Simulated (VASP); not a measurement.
# Ti in VASP: settings compared

Aim: see how the results for Ti move with the level of theory and the settings. Levels: BLYP, PBE. Tasks: relaxation of cell and atoms, single point.

Everything below comes from runs of VASP 6.6.1. Logs are shortened: lines on timing, memory, paths and dates and some standing lists are left out, and cuts for length are marked.

## Step 1: The cell of the first run

The structure is hexagonal, space group P6/mmm (No. 191). Conventional cell: a = 4.567 Å, b = 4.567 Å, c = 2.826 Å, α = 90.00°, β = 90.00°, γ = 120.00°. Within 3.5 Å of Ti (site symmetry -6m2) lie 11 Ti at 2.64 to 2.99 Å. Within 3.7 Å of Ti (site symmetry 6/mmm) lie 14 Ti at 2.83 to 2.99 Å.

This isn't the form of Ti at room conditions, which is hcp.

## Step 2: Relaxation of cell and atoms, BLYP

Input file INCAR:

```
SYSTEM = Ti
PREC     = Accurate       ! precision mode
ENCUT    = 600            ! plane-wave cutoff, eV
EDIFF    = 1E-6           ! SCF threshold, eV
ISMEAR   = -1             ! smearing method
SIGMA    = 0.05           ! smearing width, eV
LREAL    = .FALSE.        ! projectors in reciprocal space
LASPH    = .TRUE.         ! aspherical terms in the spheres
NELM     = 80             ! most SCF steps
ALGO     = Normal         ! electronic algorithm
ISIF     = 3              ! what is computed and relaxed
LWAVE    = .FALSE.        ! write WAVECAR
LCHARG   = .FALSE.        ! write CHGCAR
GGA      = B5             ! functional
ALDAX    = 1.0          
AGGAX    = 1.0          
AGGAC    = 1.0          
ALDAC    = 0.0          
IBRION   = 2              ! ionic algorithm
NSW      = 60             ! ionic steps
EDIFFG   = -0.01          ! ionic threshold
```

Input file KPOINTS:

```
regular mesh
0
G
  7 7 9
  0 0 0
```

Input file POSCAR:

```
Ti
1.0
    4.5673748306      0.0000000000      0.0000000000
   -2.2836874153      3.9554626319      0.0000000000
    0.0000000000      0.0000000000      2.8262442700
Ti
3
Direct
    0.6666666667      0.3333333333      0.5000000000
    0.3333333333      0.6666666667      0.5000000000
    0.0000000000      0.0000000000      0.0000000000
```

Potentials or basis: VASP PAW PBE potentials, release 64 (Ti_sv).

Run with:

```console
> cat potpaw_PBE.64/Ti_sv/POTCAR > POTCAR
> mpirun -np 1 vasp_std > vasp.out
```

OUTCAR:

```text
SYSTEM = Ti
   PREC = Accurate
   ENCUT = 600
   EDIFF = 1E-6
   ISMEAR = -1
   LREAL = .FALSE.
   LASPH = .TRUE.
   NELM = 80
   ISIF = 3
   GGA = B5
   IBRION = 2
   NSW = 60
   EDIFFG = -0.01

 ion  position               nearest neighbor table
   1  0.667  0.333  0.500-   2 2.64   2 2.64   2 2.64
   2  0.333  0.667  0.500-   1 2.64   1 2.64   1 2.64
   3  0.000  0.000  0.000-

  LATTYP: Found a hexagonal cell.
 ALAT       =     4.5673748306
 C/A-ratio  =     0.6187896494

  Lattice vectors:

 A1 = (   4.5673748306,   0.0000000000,   0.0000000000)
 A2 = (  -2.2836874153,   3.9554626319,   0.0000000000)
 A3 = (   0.0000000000,   0.0000000000,   2.8262442700)

Analysis of symmetry for initial positions (statically):
=====================================================================
 Subroutine PRICEL returns:
 Original cell was already a primitive cell.

 Routine SETGRP: Setting up the symmetry group for a
 hexagonal supercell.

 Subroutine GETGRP returns: Found 24 space group operations
 (whereof 24 operations were pure point group operations)
 out of a pool of 24 trial point group operations.

The static configuration has the point symmetry D_6h.

Analysis of symmetry for dynamics (positions and initial velocities):
=====================================================================
 Subroutine PRICEL returns:
 Original cell was already a primitive cell.

 Routine SETGRP: Setting up the symmetry group for a
 hexagonal supercell.

 Subroutine GETGRP returns: Found 24 space group operations
 (whereof 24 operations were pure point group operations)
 out of a pool of 24 trial point group operations.

The dynamic configuration has the point symmetry D_6h.

 Subroutine INISYM returns: Found 24 space group operations
 (whereof 24 operations are pure point group operations),
 and found     1 'primitive' translations

----------------------------------------------------------------------------------------

                                     Primitive cell

  volume of cell :      51.0592

  direct lattice vectors                    reciprocal lattice vectors
     4.567374831  0.000000000  0.000000000     0.218944150  0.126407464  0.000000000
    -2.283687415  3.955462632  0.000000000     0.000000000  0.252814928  0.000000000
     0.000000000  0.000000000  2.826244270     0.000000000  0.000000000  0.353826458

  length of vectors
     4.567374831  4.567374831  2.826244270     0.252814928  0.252814928  0.353826458

  position of ions in fractional coordinates (direct lattice)
     0.666666667  0.333333333  0.500000000
     0.333333333  0.666666667  0.500000000
     0.000000000  0.000000000  0.000000000

  ion indices of the primitive-cell ions
   primitive index   ion index
                 1           1
                 2           2
                 3           3

----------------------------------------------------------------------------------------

 KPOINTS: regular mesh

Automatic generation of k-mesh.
 Grid dimensions read from file:
 generate k-points for:    7    7    9

 Generating k-lattice:

  Cartesian coordinates                     Fractional coordinates (reciprocal lattice)
     0.031277736  0.018058209  0.000000000     0.142857143 -0.000000000  0.000000000
     0.000000000  0.036116418  0.000000000     0.000000000  0.142857143  0.000000000
     0.000000000  0.000000000  0.039314051     0.000000000  0.000000000  0.111111111

  Length of vectors
     0.036116418  0.036116418  0.039314051

  Shift w.r.t. Gamma in fractional coordinates (k-lattice)
     0.000000000  0.000000000  0.000000000

 Subroutine IBZKPT returns following result:
 ===========================================

 Found     40 irreducible k-points:

 Following reciprocal coordinates:
            Coordinates               Weight
  0.000000  0.000000  0.000000      1.000000
  0.142857  0.000000  0.000000      6.000000
  0.285714  0.000000  0.000000      6.000000
  0.428571  0.000000  0.000000      6.000000
  0.142857  0.142857  0.000000      6.000000
  0.285714  0.142857  0.000000     12.000000
[... 16 lines left out ...]
  0.428571  0.142857  0.222222     12.000000
  0.285714  0.285714  0.222222     12.000000
 [... further k-points ...]
   k-points           NKPTS =     40   k-points in BZ     NKDIM =     40   number of bands    NBANDS=     22
   number of dos      NEDOS =    301   number of ions     NIONS =      3
   total plane-waves  NPLWV =  31104
   dimension x,y,z NGX =    36 NGY =   36 NGZ =   24
   dimension x,y,z NGXF=    72 NGYF=   72 NGZF=   48
   ions per type =               3
   NGX,Y,Z   is equivalent  to a cutoff of  13.10, 13.10, 14.12 a.u.
   NGXF,Y,Z  is equivalent  to a cutoff of  26.21, 26.21, 28.23 a.u.
 SYSTEM =  Ti
   PREC   = accura    normal or accurate (medium, high low for compatibility)
   ISTART =      0    job   : 0-new  1-cont  2-samecut
   ICHARG =      2    charge: 1-file 2-atom 10-const
   ISPIN  =      1    spin polarized calculation?
   LNONCOLLINEAR =      F non collinear calculations
   LSORBIT =      F    spin-orbit coupling
   LASPH  =      T    aspherical Exc in radial PAW
   ENCUT  =  600.0 eV  44.10 Ry    6.64 a.u.   9.12  9.12  5.64*2*pi/ulx,y,z
   NELM   =     80;   NELMIN=  2; NELMDL= -5     # of ELM steps
   EDIFF  = 0.1E-05   stopping-criterion for ELM
   LREAL  =      F    real-space projection
   EDIFFG = -.1E-01   stopping-criterion for IOM
   NSW    =     60    number of steps for IOM
   IBRION =      2    ionic relax: 0-MD 1-quasi-New 2-CG
   NFREE  =      1    steps in history (QN), initial steepest desc. (CG)
   ISIF   =      3    stress and relaxation
   ISYM   =      2    0-nonsym 1-usesym 2-fastsym
   POTIM  = 0.5000    time-step for ionic-motion
   TEBEG  =    0.0;   TEEND  =   0.0 temperature during run
   PSTRESS=    0.0 pullay stress
   NELECT =      36.0000    total number of electrons
   NUPDOWN=      -1.0000    fix difference up-down
   EMIN   =  10.00;   EMAX   =-10.00  energy-range for DOS
   EFERMI =   0.00;   METHOD = LEGACY
   ISMEAR =    -1;   SIGMA  =   0.05  broadening in eV -4-tet -1-fermi 0-gaus
   EFERMI_NEDOS =   21; number of points for ismear=-14 and -15
   IALGO  =     38    algorithm
   IMIX   =      4    mixing-type and parameters
     AMIX     =   0.40;   BMIX     =  1.00
     AMIX_MAG =   1.60;   BMIX_MAG =  1.00
  volume/ion in A,a.u.               =      17.02       114.85
  Fermi-wavevector in a.u.,A,eV,Ry     =   1.457084  2.753489 28.886426  2.123092
  Thomas-Fermi vector in A             =   2.573926
   LORBIT       =      0    0 simple, 1 ext, 2 COOP (PROOUT), +10 PAW based schemes
   GGA     = B5    functional components
   LHFCALC =     F    Hartree Fock is set to
   AEXX    =    0.0000 exact exchange contribution
   IVDW    =     0    specifies the selected vdW correction
   LEPSILON=     F    determine dielectric tensor
   LRPA    =     F    only Hartree local field effects (RPA)
 conjugate gradient relaxation of ions
 non-spin polarized calculation
  energy-cutoff  :      600.00
  volume of cell :       51.06
 maximum number of plane-waves:      1728
   NGX = 19   NGY = 19   NGZ = 11

--------------------------------------- Ionic step        1  -------------------------------------------

 number of electron      35.9999989 magnetization

 Free energy of the ion-electron system (eV)
  ---------------------------------------------------
  ext. energy  EPLUGINS =         0.00000000
  ---------------------------------------------------
  free energy    TOTEN  =       -20.30788220 eV

  energy without entropy =      -20.28294388  energy(sigma->0) =      -20.29541304

------------------------ aborting loop because EDIFF is reached ----------------------------------------

  FORCE on cell =-STRESS in cart. coord.  units (eV):
  Direction    XX          YY          ZZ          XY          YZ          ZX
  --------------------------------------------------------------------------------------
  -------------------------------------------------------------------------------------
  Total        1.0466885      1.0466885      1.1243521      0.0000000      0.0000000      0.0000000
  in kB       32.8438756     32.8438756     35.2808701      0.0000000      0.0000000      0.0000000
  external PRESSURE =      33.6562071 kB  Pullay stress =       0.0000000 kB

 VOLUME and BASIS-vectors are now :
 -----------------------------------------------------------------------------
  energy-cutoff  :      600.00
  volume of cell :       51.06
      direct lattice vectors                 reciprocal lattice vectors
     4.567374831  0.000000000  0.000000000     0.218944150  0.126407464  0.000000000
    -2.283687415  3.955462632  0.000000000     0.000000000  0.252814928  0.000000000
     0.000000000  0.000000000  2.826244270     0.000000000  0.000000000  0.353826458
[... 38 lines left out ...]
 POSITION                                       TOTAL-FORCE (eV/Angst)
 -----------------------------------------------------------------------------------
      2.32213      1.34068      1.43867        -0.000000      0.000000     -0.000000
     -0.00000      2.68136      1.43867         0.000000      0.000000      0.000000
      4.64425      0.00000      2.87734         0.000000      0.000000     -0.000000
 -----------------------------------------------------------------------------------
    total drift:                                0.000000      0.000000      0.000000

  FREE ENERGIE OF THE ION-ELECTRON SYSTEM (eV)
  ---------------------------------------------------
  free  energy   TOTEN  =       -20.3167282333 eV

  energy  without entropy=      -20.2913308363  energy(sigma->0) =      -20.30402953

--------------------------------------- Ionic step        3  -------------------------------------------

 number of electron      35.9999986 magnetization

 Free energy of the ion-electron system (eV)
  ---------------------------------------------------
  ext. energy  EPLUGINS =         0.00000000
  ---------------------------------------------------
  free energy    TOTEN  =       -20.32411618 eV

  energy without entropy =      -20.29895415  energy(sigma->0) =      -20.31153516

 E-fermi :   8.5668     XC(G=0): -10.9154

 val. band max:        8.5631642970   @ k =   0.2857   0.0000   0.1111
 cond. band min:       8.5939631910   @ k =   0.2857   0.1429   0.0000
 fundamental gap:      0.0307988940
 Fermi energy:         8.5668165122

 k-point     1 :       0.0000    0.0000    0.0000
  band No.  band energies     occupation
      1     -48.1452      2.00000
      2     -47.8701      2.00000
      3     -47.7150      2.00000
      4     -24.6219      2.00000
      5     -24.6219      2.00000
      6     -24.4874      2.00000
[... 14 lines left out ...]
     21       9.7586      0.00000
     22       9.7586      0.00000
[... 552 lines left out ...]
  band No.  band energies     occupation
      1     -48.1138      2.00000
      2     -47.7932      2.00000
      3     -47.7628      2.00000
      4     -24.6320      2.00000
      5     -24.6203      2.00000
      6     -24.5555      2.00000
[... 14 lines left out ...]
     21       9.2820      0.00000
     22       9.5093      0.00000

 [... further k-points ...]

------------------------ aborting loop because EDIFF is reached ----------------------------------------

  FORCE on cell =-STRESS in cart. coord.  units (eV):
  Direction    XX          YY          ZZ          XY          YZ          ZX
  --------------------------------------------------------------------------------------
  -------------------------------------------------------------------------------------
  Total       -0.0003682     -0.0003682     -0.0069613      0.0000000      0.0000000      0.0000000
  in kB       -0.0112077     -0.0112077     -0.2118719      0.0000000      0.0000000      0.0000000
  external PRESSURE =      -0.0780958 kB  Pullay stress =       0.0000000 kB

 VOLUME and BASIS-vectors are now :
 -----------------------------------------------------------------------------
  energy-cutoff  :      600.00
  volume of cell :       52.64
      direct lattice vectors                 reciprocal lattice vectors
     4.612955975  0.000000000  0.000000000     0.216780738  0.125158417 -0.000000000
    -2.306477987  3.994937061 -0.000000000     0.000000000  0.250316835  0.000000000
     0.000000000  0.000000000  2.856542214    -0.000000000  0.000000000  0.350073594

 POSITION                                       TOTAL-FORCE (eV/Angst)
 -----------------------------------------------------------------------------------
      2.30648      1.33165      1.42827         0.000000     -0.000000     -0.000000
     -0.00000      2.66329      1.42827        -0.000000      0.000000      0.000000
      0.00000      0.00000      0.00000         0.000000      0.000000     -0.000000
 -----------------------------------------------------------------------------------
    total drift:                                0.000000      0.000000     -0.000000

  FREE ENERGIE OF THE ION-ELECTRON SYSTEM (eV)
  ---------------------------------------------------
  free  energy   TOTEN  =       -20.3241161752 eV

  energy  without entropy=      -20.2989541475  energy(sigma->0) =      -20.31153516

 reached required accuracy - stopping structural energy minimisation
```

Run time: 93 s. Hardware: 1 thread of Intel Xeon 6975P-C (Granite Rapids), shared host; peak memory 0.2 GiB.

What came out:

```
Free energy                           : -20.3241 eV
Relaxed volume                        : 17.55 Å³/atom
Relaxed cell                          : a = 4.613 Å, b = 4.613 Å, c = 2.857 Å, α = 90.00°, β = 90.00°, γ = 120.00°
Space group after relaxing (to 0.1 Å) : P6/mmm (No. 191)
Energy gained by relaxing             : 5.4 meV/atom
Ionic steps                           : 3
Pressure after relaxing               : 0.0 GPa
Band gap on the k mesh                : zero (bands 18 and 19 overlap by 0.23 eV)
```

Step by step:
| step | energy change (eV) | largest force (eV/Å) | pressure (GPa) | volume (Å³) |
| --- | --- | --- | --- | --- |
| 1 | 0.0000 | 0.0000 | 3.37 | 51.06 |
| 2 | -0.0088 | 0.0000 | -2.11 | 53.75 |
| 3 | -0.0162 | 0.0000 | -0.01 | 52.64 |

Final structure:
```
Ti
1.0
     4.61296    0.00000    0.00000
    -2.30648    3.99494    0.00000
     0.00000    0.00000    2.85654
Ti
3
Direct
  0.66667 0.33333 0.50000
  0.33333 0.66667 0.50000
  0.00000 0.00000 0.00000
```

Caveat: the PAW data sets were made with another functional, which shifts forces and pressure a little.

## Step 3: Single point, PBE (16.34 Å³/atom)

This run uses another cell than the first one, of 16.34 Å³/atom.

Input file INCAR:

```
PREC = Accurate ; ENCUT = 520
EDIFF = 1E-7 ; ISMEAR = -1
SIGMA = 0.05 ; LREAL = False
LASPH = True ; NELM = 100
ALGO = Normal ; ISIF = 2
LWAVE = False ; LCHARG = False
GGA = PE ; NBANDS = 25
```

Input file KPOINTS:

```
regular mesh
0
Gamma
  7 7 9
```

Input file POSCAR:

```
Ti
1.0
    4.5056459821      0.0000000000      0.0000000000
   -2.2528229910      3.9020038809      0.0000000000
    0.0000000000      0.0000000000      2.7880470975
Ti
3
Direct
    0.6666666667      0.3333333333      0.5000000000
    0.3333333333      0.6666666667      0.5000000000
    0.0000000000      0.0000000000      0.0000000000
```

Potentials or basis: VASP PAW PBE potentials, release 64 (Ti_sv).

Run with:

```console
> cat potpaw_PBE.64/Ti_sv/POTCAR > POTCAR
> mpirun -np 1 vasp_std > vasp.out
```

Wall time 33 s (1 thread of AMD EPYC 9R45 (Zen 5), shared host); peak memory 0.16 GiB.

Results (log left out):

```
Free energy            : -23.4955 eV
Pressure               : 5.6 GPa
Band gap on the k mesh : zero (bands 18 and 19 overlap by 0.30 eV)
```

Stress tensor (GPa, compression positive):
```
5.52 0.00 0.00
0.00 5.52 0.00
0.00 0.00 5.62
```

Levels at points of the mesh, in eV from the Fermi level:
```
           k point  band 16  band 17  band 18  band 19  band 20  band 21
(0.00, 0.00, 0.00)    -0.71    -0.63    -0.63    -0.02     0.71     1.35
```

Caveat: the cell stands under pressure.

## Step 4: Single point, PBE (18.04 Å³/atom)

This run uses another cell than the first one, of 18.04 Å³/atom.

Input file INCAR:

```
ALGO = Normal
EDIFF = 1E-7
ENCUT = 520
GGA = PE
ISIF = 2
ISMEAR = -1
LASPH = T
LCHARG = T
LELF = T
LREAL = F
LVHAR = T
LWAVE = F
NBANDS = 25
NELM = 80
PREC = Accurate
SIGMA = 0.05
```

Input file KPOINTS:

```
k-points
0
Gamma
  7 7 9
```

Input file POSCAR:

```
Ti
1.0
    4.6569539421      0.0000000000      0.0000000000
   -2.3284769710      4.0330404181      0.0000000000
    0.0000000000      0.0000000000      2.8816748970
Ti
3
Direct
    0.6666666667      0.3333333333      0.5000000000
    0.3333333333      0.6666666667      0.5000000000
    0.0000000000      0.0000000000      0.0000000000
```

Run with:

```console
> cat potpaw_PBE.64/Ti_sv/POTCAR > POTCAR
> mpirun -np 1 vasp_std > vasp.out
```

Wall time 32 s (1 thread of AMD EPYC 9R45 (Zen 5), shared host); peak memory 0.17 GiB.

Results (log left out):

- Free energy: -23.4866 eV
- Pressure: -5.4 GPa
- Band gap on the k mesh: zero (bands 18 and 19 overlap by 0.23 eV)

Stress tensor (GPa, compression positive):
```
-5.27  0.00  0.00
 0.00 -5.27  0.00
 0.00  0.00 -5.68
```

Levels at points of the mesh, in eV from the Fermi level:
| k point | band 16 | band 17 | band 18 | band 19 | band 20 | band 21 |
| --- | --- | --- | --- | --- | --- | --- |
| (0.00, 0.00, 0.00) | -0.69 | -0.59 | -0.59 | -0.03 | 0.66 | 1.23 |

Caveat: the cell stands under tension.

## Step 5: Single point, PBE (atoms moved at random)

Input file INCAR:

```
SYSTEM = Ti
ALGO = Fast
EDIFF = 1E-6
ENCUT = 520
GGA = PE
ISIF = 2
ISMEAR = -1
LASPH = .TRUE.
LCHARG = .FALSE.
LREAL = .FALSE.
LWAVE = .FALSE.
NBANDS = 25
NELM = 80
PREC = Accurate
SIGMA = 0.05
```

Input file KPOINTS:

```
k-points
0
G
  7 7 9
  0 0 0
```

Input file POSCAR:

```
Ti
1.0
    4.5673748306      0.0000000000      0.0000000000
   -2.2836874153      3.9554626319      0.0000000000
    0.0000000000      0.0000000000      2.8262442700
Ti
3
Direct
    0.6669950000      0.3336940000      0.5043550000
    0.3397980000      0.6712840000      0.4801160000
    0.0062610000      0.0053370000      0.0032540000
```

Run with:

```console
> cat potpaw_PBE.64/Ti_sv/POTCAR > POTCAR
> mpirun -np 1 vasp_std > vasp.out
```

It took 9.3 min on 1 thread of AMD EPYC 9R45 (Zen 5), shared host; peak memory 0.3 GiB.

Results (log left out):

```yaml
Free_energy: -23.5267 eV
Pressure: 0.0 GPa
Largest_force: 0.205 eV/Å
Band_gap_on_the_k_mesh: zero (bands 18 and 19 overlap by 0.30 eV)
```

Forces on the atoms (eV/Å):
```
Ti   0.068  0.071 -0.020
Ti  -0.048 -0.041  0.195
Ti  -0.020 -0.030 -0.175
```

Levels at points of the mesh, in eV from the Fermi level:
```csv
k point,band 14,band 15,band 16,band 17,band 18,band 19,band 20,band 21,band 22,band 23
"(0.00, 0.00, 0.00)",-1.94,-0.71,-0.69,-0.62,-0.60,-0.03,0.69,1.29,1.29,1.82
```

Caveat: the cell differs from its parent crystal (atoms moved at random).

## Step 6: The runs side by side

```csv
task,level,cell,cutoff (eV),gap on the mesh (eV),pressure (GPa)
relaxation of cell and atoms,BLYP,"relaxed from a = 4.567, b = 4.567, c = 2.826 Å, angles 90.0, 90.0, 120.0°, 3 atoms, atomic positions A",600,none,0.0
single point,PBE,"a = 4.506, b = 4.506, c = 2.788 Å, angles 90.0, 90.0, 120.0°, 3 atoms, atomic positions A",520,none,5.6
single point,PBE,"a = 4.657, b = 4.657, c = 2.882 Å, angles 90.0, 90.0, 120.0°, 3 atoms, atomic positions A",520,none,-5.4
single point,PBE,"a = 4.567, b = 4.567, c = 2.826 Å, angles 90.0, 90.0, 120.0°, 3 atoms, atomic positions B",520,none,0.0
```

Alike in all rows: potentials or basis VASP PAW PBE potentials, release 64 (Ti_sv); no spin polarisation; k mesh 7 × 7 × 9; smearing fermi-dirac 0.05 eV.

Caveats: the PAW data sets were made with another functional, which shifts forces and pressure a little (at least some runs); the cell stands under pressure (at least some runs); the cell stands under tension (at least some runs).

Absolute energies hang on the potentials; compare differences alone.
